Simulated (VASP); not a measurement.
Write the native input for VASP 6.6.1 that does the following.

```
Task                   : single point
Functional             : r2SCAN
Potentials or basis    : VASP PAW PBE potentials, release 64 (Cu)
Cutoff                 : 520 eV
k mesh                 : 25 × 25 × 25
Occupations            : fermi-dirac, width 0.1 eV
Spin                   : no spin polarisation
Dipole correction      : no
Further INCAR settings : ALGO = Normal; EDIFF = 1e-06; NBANDS = 12
```

Crystal: Cu.

```
CELL_PARAMETERS angstrom
0.00000 1.85697 1.85697
1.85697 0.00000 1.85697
1.85697 1.85697 0.00000
ATOMIC_POSITIONS crystal
Cu 0.00000 0.00000 0.00000
```

These files were run (other wordings do the same):

POSCAR

```
Cu
1.0
    0.0000000000      1.8569734302      1.8569734302
    1.8569734302      0.0000000000      1.8569734302
    1.8569734302      1.8569734302      0.0000000000
Cu
1
Direct
    0.0000000000      0.0000000000      0.0000000000
```

INCAR.step1

```
PREC     = Accurate       # precision mode
ENCUT    = 520            # plane-wave cutoff, eV
ISMEAR   = -1             # smearing method
SIGMA    = 0.1            # smearing width, eV
LREAL    = F              # projectors in reciprocal space
LASPH    = T              # aspherical terms in the spheres
NELM     = 60             # most SCF steps
NBANDS   = 12             # bands
GGA      = PE             # functional
ALGO     = Normal         # electronic algorithm
EDIFF    = 1E-4           # SCF threshold, eV
LWAVE    = T              # write WAVECAR
LCHARG   = F              # write CHGCAR
```

INCAR.step2

```
PREC     = Accurate       # precision mode
ENCUT    = 520            # plane-wave cutoff, eV
EDIFF    = 1E-6           # SCF threshold, eV
ISMEAR   = -1             # smearing method
SIGMA    = 0.1            # smearing width, eV
LREAL    = F              # projectors in reciprocal space
LASPH    = T              # aspherical terms in the spheres
NELM     = 60             # most SCF steps
ALGO     = Normal         # electronic algorithm
ISIF     = 2              # what is computed and relaxed
LWAVE    = F              # write WAVECAR
LCHARG   = F              # write CHGCAR
METAGGA  = R2SCAN         # meta-GGA
LMIXTAU  = T            
NBANDS   = 12             # bands
ISTART   = 1
```

KPOINTS

```
Automatic mesh
0
Gamma
  25 25 25
```

Potentials or basis: VASP PAW PBE potentials, release 64 (Cu).

Run with:

```sh
$ cat potpaw_PBE.64/Cu/POTCAR > POTCAR
$ cp INCAR.step1 INCAR
$ mpirun -np 1 vasp_std > vasp.out
$ cp INCAR.step2 INCAR
$ mpirun -np 1 vasp_std > vasp.out
```

Results of the run:

```json
{
  "Pressure": "-13.3 GPa",
  "Band gap on the k mesh": "zero (an odd number of electrons rules out a gap without spin polarisation)"
}
```

Caveat: the cell stands under tension; the PAW data sets were made with another functional, which shifts forces and pressure a little.

Run time: 3.4 min on 1 thread of Intel(R) Xeon(R) Platinum 8375C CPU @ 2.90GHz (Ice Lake), on a shared host, peak memory 0.18 GiB.
